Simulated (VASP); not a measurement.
Write the native input for VASP 6.6.1 that does the following.

```
Task                   : electric field gradients
Functional             : LDA
Potentials or basis    : VASP PAW LDA potentials, release 64 (Sr_sv)
Cutoff                 : 520 eV
k mesh                 : 10 × 10 × 10
Occupations            : fermi-dirac, width 0.08 eV
Spin                   : no spin polarisation
Dipole correction      : no
Further INCAR settings : ALGO = Normal; EDIFF = 1e-08; NBANDS = 11
```

The structure of Sr lies in POSCAR:

```
Sr
1.0
    0.0000000000      3.0321748404      3.0321748404
    3.0321748404      0.0000000000      3.0321748404
    3.0321748404      3.0321748404      0.0000000000
Sr
1
Direct
    0.0000000000      0.0000000000      0.0000000000
```

This cell differs from its parent crystal: volume scaled by 0.99.

The input as run:

INCAR

```
SYSTEM = Sr
  ALGO = Normal
  EDIFF = 1E-8
  ENCUT = 520
  ISIF = 2
  ISMEAR = -1
  LASPH = .True.
  LCHARG = .False.
  LEFG = .True.
  LREAL = .False.
  LWAVE = .False.
  NBANDS = 11
  NELM = 80
  PREC = Accurate
  SIGMA = 0.08
```

KPOINTS

```
k-points
0
Gamma
  10 10 10
  0 0 0
```

Potentials or basis: VASP PAW LDA potentials, release 64 (Sr_sv).

Run with:

```sh
$ cat potpaw_LDA.64/Sr_sv/POTCAR > POTCAR
$ mpirun -np 1 vasp_std > vasp.out
```

It gave:

```yaml
Pressure: -1.5 GPa
Band_gap_on_the_k_mesh: zero (band 5 reaches 1.43 eV, above the bottom of band 6 at 1.39 eV)
```

Caveat: without QUAD_EFG the Cq values of the log hold for a quadrupole moment of 1 mb, not for the nuclei.

Wall time 10 s on 1 thread of Intel(R) Xeon(R) Platinum 8488C (Sapphire Rapids), with other jobs on the host, peak memory 0.16 GiB.
